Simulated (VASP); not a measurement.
# RbBi2 (Fd-3m) in VASP: single point with LDA

Aim: the single point of RbBi2 with LDA.

Program: VASP 6.6.1. These are calculated values, not measurements. Logs are shortened: lines on timing, memory, paths and dates and some standing lists are left out, and cuts for length are marked.

## (1) The cell of the first run

Symmetry: Fd-3m, No. 227, cubic system. The conventional cell has a = 9.603 Å, b = 9.603 Å, c = 9.603 Å, α = 90.00°, β = 90.00°, γ = 90.00°. Within 5.2 Å of Rb (site symmetry -43m) lie 12 Bi at 3.98 Å and 4 Rb at 4.16 Å. Within 4.5 Å of Bi (site symmetry -3m) lie 6 Bi at 3.40 Å and 6 Rb at 3.98 Å.

## (2) Single point, LDA

File INCAR:

```
SYSTEM = RbBi2
PREC     = Accurate       ! precision mode
ENCUT    = 520            ! plane-wave cutoff, eV
EDIFF    = 1E-7           ! SCF threshold, eV
ISMEAR   = -1             ! smearing method
SIGMA    = 0.1            ! smearing width, eV
LREAL    = .False.        ! projectors in reciprocal space
LASPH    = .True.         ! aspherical terms in the spheres
NELM     = 60             ! most SCF steps
ALGO     = Normal         ! electronic algorithm
ISIF     = 2              ! what is computed and relaxed
LWAVE    = .False.        ! write WAVECAR
LCHARG   = .False.        ! write CHGCAR
NBANDS   = 48             ! bands
```

File KPOINTS:

```
Automatic mesh
0
Gamma
  4 4 4
  0 0 0
```

File POSCAR:

```
RbBi2
1.0
    0.0000000000      4.8013942100      4.8013942100
    4.8013942100      0.0000000000      4.8013942100
    4.8013942100      4.8013942100      0.0000000000
Rb Bi
2 4
Direct
    0.5000000000      0.5000000000      0.5000000000
    0.7500000000      0.7500000000      0.7500000000
    0.6250000000      0.1250000000      0.1250000000
    0.1250000000      0.1250000000      0.1250000000
    0.1250000000      0.1250000000      0.6250000000
    0.1250000000      0.6250000000      0.1250000000
```

Potentials or basis: VASP PAW LDA potentials, release 64 (Rb_sv, Bi_d).

The run is started by

```sh
> cat potpaw_LDA.64/Rb_sv/POTCAR potpaw_LDA.64/Bi_d/POTCAR > POTCAR
> mpirun -np 1 vasp_std > vasp.out
```

OUTCAR:

```text
SYSTEM = RbBi2
   PREC = Accurate
   ENCUT = 520
   EDIFF = 1E-7
   ISMEAR = -1
   LREAL = .False.
   LASPH = .True.
   NELM = 60
   ISIF = 2

 ion  position               nearest neighbor table
   1  0.500  0.500  0.500-   4 3.98   5 3.98   6 3.98   3 3.98   4 3.98   5 3.98   3 3.98   6 3.98
                             4 3.98   3 3.98   5 3.98   6 3.98   2 4.16   2 4.16   2 4.16   2 4.16
   2  0.750  0.750  0.750-   3 3.98   6 3.98   3 3.98   4 3.98   5 3.98   4 3.98   5 3.98   6 3.98
                             4 3.98   5 3.98   6 3.98   3 3.98   1 4.16   1 4.16   1 4.16   1 4.16
   3  0.625  0.125  0.125-   4 3.40   5 3.40   6 3.40   4 3.40   5 3.40   6 3.40   2 3.98   1 3.98
                             2 3.98   1 3.98   1 3.98   2 3.98
   4  0.125  0.125  0.125-   3 3.40   5 3.40   6 3.40   5 3.40   6 3.40   3 3.40   1 3.98   2 3.98
                             1 3.98   2 3.98   1 3.98   2 3.98
   5  0.125  0.125  0.625-   4 3.40   3 3.40   4 3.40   6 3.40   6 3.40   3 3.40   1 3.98   2 3.98
                             1 3.98   2 3.98   1 3.98   2 3.98
   6  0.125  0.625  0.125-   4 3.40   5 3.40   3 3.40   4 3.40   5 3.40   3 3.40   1 3.98   2 3.98
                             1 3.98   2 3.98   1 3.98   2 3.98

  LATTYP: Found a face centered cubic cell.
 ALAT       =     9.6027884200

  Lattice vectors:

 A1 = (   0.0000000000,   4.8013942100,   4.8013942100)
 A2 = (   4.8013942100,   0.0000000000,   4.8013942100)
 A3 = (   4.8013942100,   4.8013942100,   0.0000000000)

Analysis of symmetry for initial positions (statically):
=====================================================================
 Subroutine PRICEL returns:
 Original cell was already a primitive cell.

 Routine SETGRP: Setting up the symmetry group for a
 face centered cubic supercell.

 Subroutine GETGRP returns: Found 48 space group operations
 (whereof 24 operations were pure point group operations)
 out of a pool of 48 trial point group operations.

The static configuration has the point symmetry T_d .
 The point group associated with its full space group is O_h .

Analysis of symmetry for dynamics (positions and initial velocities):
=====================================================================
 Subroutine PRICEL returns:
 Original cell was already a primitive cell.

 Routine SETGRP: Setting up the symmetry group for a
 face centered cubic supercell.

 Subroutine GETGRP returns: Found 48 space group operations
 (whereof 24 operations were pure point group operations)
 out of a pool of 48 trial point group operations.

The dynamic configuration has the point symmetry T_d .
 The point group associated with its full space group is O_h .

 Subroutine INISYM returns: Found 48 space group operations
 (whereof 24 operations are pure point group operations),
 and found     1 'primitive' translations

----------------------------------------------------------------------------------------

                                     Primitive cell

  volume of cell :     221.3768

  direct lattice vectors                    reciprocal lattice vectors
     0.000000000  4.801394210  4.801394210    -0.104136419  0.104136419  0.104136419
     4.801394210  0.000000000  4.801394210     0.104136419 -0.104136419  0.104136419
     4.801394210  4.801394210  0.000000000     0.104136419  0.104136419 -0.104136419

  length of vectors
     6.790196810  6.790196810  6.790196810     0.180369569  0.180369569  0.180369569

  position of ions in fractional coordinates (direct lattice)
     0.500000000  0.500000000  0.500000000
     0.750000000  0.750000000  0.750000000
     0.625000000  0.125000000  0.125000000
     0.125000000  0.125000000  0.125000000
     0.125000000  0.125000000  0.625000000
     0.125000000  0.625000000  0.125000000

  ion indices of the primitive-cell ions
   primitive index   ion index
                 1           1
                 2           2
                 3           3
                 4           4
                 5           5
                 6           6

----------------------------------------------------------------------------------------

 KPOINTS: Automatic mesh

Automatic generation of k-mesh.
 Grid dimensions read from file:
 generate k-points for:    4    4    4

 Generating k-lattice:

  Cartesian coordinates                     Fractional coordinates (reciprocal lattice)
    -0.026034105  0.026034105  0.026034105     0.250000000  0.000000000  0.000000000
     0.026034105 -0.026034105  0.026034105     0.000000000  0.250000000  0.000000000
     0.026034105  0.026034105 -0.026034105     0.000000000  0.000000000  0.250000000

  Length of vectors
     0.045092392  0.045092392  0.045092392

  Shift w.r.t. Gamma in fractional coordinates (k-lattice)
     0.000000000  0.000000000  0.000000000

 Subroutine IBZKPT returns following result:
 ===========================================

 Found      8 irreducible k-points:

 Following reciprocal coordinates:
            Coordinates               Weight
  0.000000  0.000000  0.000000      1.000000
  0.250000  0.000000  0.000000      8.000000
  0.500000  0.000000  0.000000      4.000000
  0.250000  0.250000  0.000000      6.000000
  0.500000  0.250000  0.000000     24.000000
 -0.250000  0.250000  0.000000     12.000000
  0.500000  0.500000  0.000000      3.000000
 -0.250000  0.500000  0.250000      6.000000
   k-points           NKPTS =      8   k-points in BZ     NKDIM =      8   number of bands    NBANDS=     48
   number of dos      NEDOS =    301   number of ions     NIONS =      6
   total plane-waves  NPLWV = 157464
   dimension x,y,z NGX =    54 NGY =   54 NGZ =   54
   dimension x,y,z NGXF=   108 NGYF=  108 NGZF=  108
   ions per type =               2   4
   NGX,Y,Z   is equivalent  to a cutoff of  13.22, 13.22, 13.22 a.u.
   NGXF,Y,Z  is equivalent  to a cutoff of  26.44, 26.44, 26.44 a.u.
 SYSTEM =  RbBi2
   PREC   = accura    normal or accurate (medium, high low for compatibility)
   ISTART =      0    job   : 0-new  1-cont  2-samecut
   ICHARG =      2    charge: 1-file 2-atom 10-const
   ISPIN  =      1    spin polarized calculation?
   LNONCOLLINEAR =      F non collinear calculations
   LSORBIT =      F    spin-orbit coupling
   LASPH  =      T    aspherical Exc in radial PAW
   ENCUT  =  520.0 eV  38.22 Ry    6.18 a.u.  12.63 12.63 12.63*2*pi/ulx,y,z
   NELM   =     60;   NELMIN=  2; NELMDL= -5     # of ELM steps
   EDIFF  = 0.1E-06   stopping-criterion for ELM
   LREAL  =      F    real-space projection
   EDIFFG = 0.1E-05   stopping-criterion for IOM
   NSW    =      0    number of steps for IOM
   IBRION =     -1    ionic relax: 0-MD 1-quasi-New 2-CG
   NFREE  =      0    steps in history (QN), initial steepest desc. (CG)
   ISIF   =      2    stress and relaxation
   ISYM   =      2    0-nonsym 1-usesym 2-fastsym
   POTIM  = 0.5000    time-step for ionic-motion
   TEBEG  =    0.0;   TEEND  =   0.0 temperature during run
   PSTRESS=    0.0 pullay stress
   NELECT =      78.0000    total number of electrons
   NUPDOWN=      -1.0000    fix difference up-down
   EMIN   =  10.00;   EMAX   =-10.00  energy-range for DOS
   EFERMI =   0.00;   METHOD = LEGACY
   ISMEAR =    -1;   SIGMA  =   0.10  broadening in eV -4-tet -1-fermi 0-gaus
   EFERMI_NEDOS =   21; number of points for ismear=-14 and -15
   IALGO  =     38    algorithm
   IMIX   =      4    mixing-type and parameters
     AMIX     =   0.40;   BMIX     =  1.00
     AMIX_MAG =   1.60;   BMIX_MAG =  1.00
  volume/ion in A,a.u.               =      36.90       248.99
  Fermi-wavevector in a.u.,A,eV,Ry     =   1.156278  2.185049 18.190707  1.336979
  Thomas-Fermi vector in A             =   2.292900
   LORBIT       =      0    0 simple, 1 ext, 2 COOP (PROOUT), +10 PAW based schemes
   GGA     = CA    functional components
   LHFCALC =     F    Hartree Fock is set to
   AEXX    =    0.0000 exact exchange contribution
   IVDW    =     0    specifies the selected vdW correction
   LEPSILON=     F    determine dielectric tensor
   LRPA    =     F    only Hartree local field effects (RPA)
 non-spin polarized calculation
  energy-cutoff  :      520.00
  volume of cell :      221.38
 maximum number of plane-waves:      5996
 NGX is ok and might be reduce to    54
   NGX = 25   NGY = 25   NGZ = 25

 number of electron      77.9999989 magnetization

 Free energy of the ion-electron system (eV)
  ---------------------------------------------------
  ext. energy  EPLUGINS =         0.00000000
  ---------------------------------------------------
  free energy    TOTEN  =       -22.49623973 eV

  energy without entropy =      -22.31587086  energy(sigma->0) =      -22.40605529

 E-fermi :   3.9670     XC(G=0):  -9.2173

 val. band max:        3.9595899202   @ k =   0.5000   0.0000   0.0000
 cond. band min:       3.9809001316   @ k =   0.5000   0.5000   0.0000
 fundamental gap:      0.0213102114
 Fermi energy:         3.9670436775

 k-point     1 :       0.0000    0.0000    0.0000
  band No.  band energies     occupation
      1     -23.0819      2.00000
      2     -23.0450      2.00000
      3     -18.3447      2.00000
      4     -18.2778      2.00000
      5     -18.2778      2.00000
      6     -18.2778      2.00000
[... 40 lines left out ...]
     47       8.2867      0.00000
     48       8.2867      0.00000

 k-point     2 :       0.2500    0.0000    0.0000
  band No.  band energies     occupation
      1     -23.0779      2.00000
      2     -23.0489      2.00000
      3     -18.3267      2.00000
      4     -18.2724      2.00000
      5     -18.2724      2.00000
      6     -18.2677      2.00000
[... 40 lines left out ...]
     47       8.1895      0.00000
     48       8.1895      0.00000

 k-point     3 :       0.5000    0.0000    0.0000
  band No.  band energies     occupation
      1     -23.0725      2.00000
      2     -23.0543      2.00000
      3     -18.3116      2.00000
      4     -18.2704      2.00000
      5     -18.2704      2.00000
      6     -18.2307      2.00000
[... 244 lines left out ...]
     47       8.4351      0.00000
     48       8.4352      0.00000

 k-point     8 :      -0.2500    0.5000    0.2500
  band No.  band energies     occupation
      1     -23.0634      2.00000
      2     -23.0634      2.00000
      3     -18.2622      2.00000
      4     -18.2622      2.00000
      5     -18.2526      2.00000
      6     -18.2526      2.00000
[... 40 lines left out ...]
     47       8.1407      0.00000
     48       8.1407      0.00000

------------------------ aborting loop because EDIFF is reached ----------------------------------------

  FORCE on cell =-STRESS in cart. coord.  units (eV):
  Direction    XX          YY          ZZ          XY          YZ          ZX
  --------------------------------------------------------------------------------------
  -------------------------------------------------------------------------------------
  Total       -2.4170296     -2.4170296     -2.4170296      0.0000000      0.0000000      0.0000000
  in kB      -17.4928455    -17.4928455    -17.4928455      0.0000000      0.0000000      0.0000000
  external PRESSURE =     -17.4928455 kB  Pullay stress =       0.0000000 kB

 VOLUME and BASIS-vectors are now :
 -----------------------------------------------------------------------------
  energy-cutoff  :      520.00
  volume of cell :      221.38
      direct lattice vectors                 reciprocal lattice vectors
     0.000000000  4.801394210  4.801394210    -0.104136419  0.104136419  0.104136419
     4.801394210  0.000000000  4.801394210     0.104136419 -0.104136419  0.104136419
     4.801394210  4.801394210  0.000000000     0.104136419  0.104136419 -0.104136419

 POSITION                                       TOTAL-FORCE (eV/Angst)
 -----------------------------------------------------------------------------------
      4.80139      4.80139      4.80139         0.000000      0.000000      0.000000
      7.20209      7.20209      7.20209        -0.000000     -0.000000     -0.000000
      1.20035      3.60105      3.60105        -0.000000      0.000000     -0.000000
      1.20035      1.20035      1.20035        -0.000000      0.000000     -0.000000
      3.60105      3.60105      1.20035        -0.000000      0.000000     -0.000000
      3.60105      1.20035      3.60105        -0.000000      0.000000     -0.000000
 -----------------------------------------------------------------------------------
    total drift:                                0.000000      0.000000      0.000000

  FREE ENERGIE OF THE ION-ELECTRON SYSTEM (eV)
  ---------------------------------------------------
  free  energy   TOTEN  =       -22.4962397252 eV

  energy  without entropy=      -22.3158708616  energy(sigma->0) =      -22.40605529
```

Run time: 63 s. Hardware: 1 thread of Intel Xeon 6975P-C (Granite Rapids), shared host; peak memory 0.32 GiB.

What came out:

| Item | Value |
| --- | --- |
| Free energy | -22.4962 eV |
| Pressure | -1.7 GPa |
| Band gap on the k mesh | zero (band 39 reaches 5.77 eV, above the bottom of band 40 at 3.88 eV) |

Levels at points of the mesh, in eV from the Fermi level:
```csv
k point,band 36,band 37,band 38,band 39,band 40,band 41,band 42,band 43
"(0.00, 0.00, 0.00)",-2.62,-1.74,-1.74,1.46,3.23,3.23,3.23,3.91
"(0.50, 0.00, 0.00)",-1.12,-0.41,-0.41,-0.01,-0.01,0.08,2.39,3.35
"(0.50, 0.50, 0.00)",-0.60,-0.47,-0.47,-0.03,-0.03,0.01,0.01,3.99
```

Caveat: spin-orbit coupling is left out, which moves the levels of the heavy elements.
